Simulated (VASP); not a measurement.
Crystal: SrTiC.

```xyz
3
Lattice="3.7710 0.0000 0.0000 0.0000 3.7710 0.0000 0.0000 0.0000 4.9546" Properties=species:S:1:pos:R:3 pbc="T T T"
Sr    1.8855    1.8855    4.6555
Ti    0.0000    0.0000    4.3994
C     1.8855    1.8855    2.5016
```

The cell was built from a structure type or drawn by symmetry, and may not be a known phase.

* Program: VASP 6.6.1
* Task: relaxation of cell and atoms
* Functional: PBE
* Potentials or basis: VASP PAW PBE potentials, release 64 (Sr_sv, Ti_sv, C)
* Cutoff: 600 eV
* k mesh: 4 × 4 × 4
* Occupations: gaussian, width 0.1 eV
* Spin: no spin polarisation

At the start: pressure 6.6 GPa; volume 23.48 Å³/atom.

**Question.** Where does the relaxation end?

**Answer.** Over 24 steps the energy falls by 3266.3 meV/atom and the volume is 17.95 Å³/atom (-23.6 %); space group P4mm (No. 99, to 0.1 Å) before, P4/mmm (No. 123, to 0.1 Å).

Step by step:
```
step  energy change (eV)  largest force (eV/Å)  pressure (GPa)  volume (Å³)
   1              0.0000                4.2722            6.65        70.45
   2             -1.1027                2.1218           -0.05        80.81
   3             -1.1968                2.1390           -1.24        86.16
   4             -1.7036                2.7081           -1.89        87.26
   5             -2.5464                3.8080           -2.38        89.64
   6             -2.7451                3.3543           -2.75        89.59
   7             -3.2360                1.8690           -3.73        89.43
   8             -3.6129                1.8764           -4.37        89.11
   9             -4.1924                1.4621           -5.62        86.94
  10             -5.6192                1.6475           -8.30        79.94
  11             -5.0894                5.5648           -3.76        64.25
  12             -6.0280                3.3140           -8.37        74.39
  13             -7.0338                3.7102           -8.28        68.33
  14             -8.9371                4.0009            9.18        50.80
  15             -9.5457                1.3502            6.59        52.04
  16             -9.5913                0.7550            6.17        52.41
  17             -9.7379                0.5484           -2.11        55.83
  18             -9.7380                0.5549           -1.93        55.73
  19             -9.7672                0.4098           -1.14        54.88
  20             -9.7854                0.3169            0.50        53.44
  21             -9.7950                0.1593            0.49        53.47
  22             -9.7982                0.0517            0.53        53.51
  23             -9.7987                0.0247           -0.32        54.00
  24             -9.7989                0.0324           -0.05        53.84
```

Final structure:
```cif
data_structure
_symmetry_space_group_name_H-M 'P 1'
_symmetry_Int_Tables_number 1
_cell_length_a 3.1048
_cell_length_b 3.1048
_cell_length_c 5.5851
_cell_angle_alpha 90.000
_cell_angle_beta 90.000
_cell_angle_gamma 90.000
_cell_volume 53.84
loop_
_atom_site_label
_atom_site_type_symbol
_atom_site_fract_x
_atom_site_fract_y
_atom_site_fract_z
_atom_site_occupancy
Sr1 Sr 0.50000 0.50000 0.11075 1
Ti1 Ti 0.00000 0.00000 0.61148 1
C1 C 0.50000 0.50000 0.61026 1
```

Caveat: the k points lie up to 0.51 Å⁻¹ apart in the final cell, too coarse for converged energies and pressures of a metal; the volume moved by over 15 % at a fixed basis, so the end points are rough.
